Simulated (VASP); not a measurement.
Set up this calculation in VASP 6.6.1, as the native input.

```
Task                   : single point
Functional             : PBEsol
Potentials or basis    : VASP PAW PBE potentials, release 64 (Na_pv, Cl)
Cutoff                 : 520 eV
k mesh                 : 10 × 10 × 10
Occupations            : gaussian, width 0.05 eV
Spin                   : no spin polarisation
Dipole correction      : no
Further INCAR settings : ALGO = Normal; EDIFF = 1e-07; NBANDS = 14
```

The structure of NaCl lies in POSCAR:

```
NaCl
1.0
    0.0000000000      2.8411578764      2.8411578764
    2.8411578764      0.0000000000      2.8411578764
    2.8411578764      2.8411578764      0.0000000000
Na Cl
1 1
Direct
    0.0000000000      0.0000000000      0.0000000000
    0.5000000000      0.5000000000      0.5000000000
```

These files were run (other wordings do the same):

INCAR

```
SYSTEM = NaCl
  ALGO = Normal
  EDIFF = 1E-7
  ENCUT = 520
  GGA = PS
  ISIF = 2
  ISMEAR = 0
  LASPH = .True.
  LCHARG = .True.
  LELF = .True.
  LREAL = .False.
  LVHAR = .True.
  LWAVE = .False.
  NBANDS = 14
  NELM = 60
  PREC = Accurate
  SIGMA = 0.05
```

KPOINTS

```
k-points
0
Gamma
  10 10 10
  0 0 0
```

Potentials or basis: VASP PAW PBE potentials, release 64 (Na_pv, Cl).

The run is started by

```console
$ cat potpaw_PBE.64/Na_pv/POTCAR potpaw_PBE.64/Cl/POTCAR > POTCAR
$ mpirun -np 1 vasp_std > vasp.out
```

It gave:

```json
{
 "Pressure": "-1.0 GPa",
 "Band gap on the k mesh": "4.85 eV, direct"
}
```

Caveat: the PAW data sets were made with another functional, which shifts forces and pressure a little.

Wall time 20 s on 1 thread of Intel(R) Xeon(R) Platinum 8375C CPU @ 2.90GHz (Ice Lake), on a shared host, peak memory 0.17 GiB.
